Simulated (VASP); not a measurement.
## WS2: single point with PBE

The system is WS2.

```
W S
1.0
     1.57900    0.91164    6.16333
    -1.57900    0.91164    6.16333
     0.00000   -1.82327    6.16333
W S
1 2
Direct
  0.98702 0.01091 0.00837
  0.58570 0.58146 0.57252
  0.74750 0.73998 0.77082
```

| Item | Value |
| --- | --- |
| Program | VASP 6.6.1 |
| Task | single point |
| Functional | PBE |
| Potentials or basis | VASP PAW PBE potentials, release 64 (W_sv, S) |
| Cutoff | 520 eV |
| k mesh | 7 × 7 × 7 |
| Occupations | gaussian, width 0.005 eV |
| Spin | no spin polarisation |
| Dipole correction | no |
| Further INCAR settings | ALGO = Normal; EDIFF = 1e-06; NBANDS = 20 |

```yaml
Pressure: 1.5 GPa
Largest_force: 1.683 eV/Å
Band_gap_on_the_k_mesh: 1.04 eV (least direct gap 2.08 eV)
```

Forces on the atoms (eV/Å):
```
W    0.964 -0.012 -1.380
S   -0.385 -0.331  1.079
S   -0.579  0.343  0.301
```

Stress tensor (GPa, compression positive):
```
 2.65 -0.91 -0.78
-0.91  2.40  3.06
-0.78  3.06 -0.48
```

Levels at points of the mesh, in eV from the valence-band top:
```
           k point  band 11  band 12  band 13  band 14  band 15  band 16
(0.00, 0.00, 0.00)    -1.83    -1.58    -1.08     1.99     2.29     2.60
```

It took 5.4 min on 1 thread of AMD EPYC 9R45 96-Core Processor (Zen 5), with other jobs on the host, peak memory 0.39 GiB.

Caveat: spin-orbit coupling is left out, which moves the levels of the heavy elements; forces of over 1 eV/Å act on the atoms, so gaps and moduli don't describe the material at rest. Expect the measured gap to be larger: semilocal functionals such as PBE lack the derivative discontinuity.
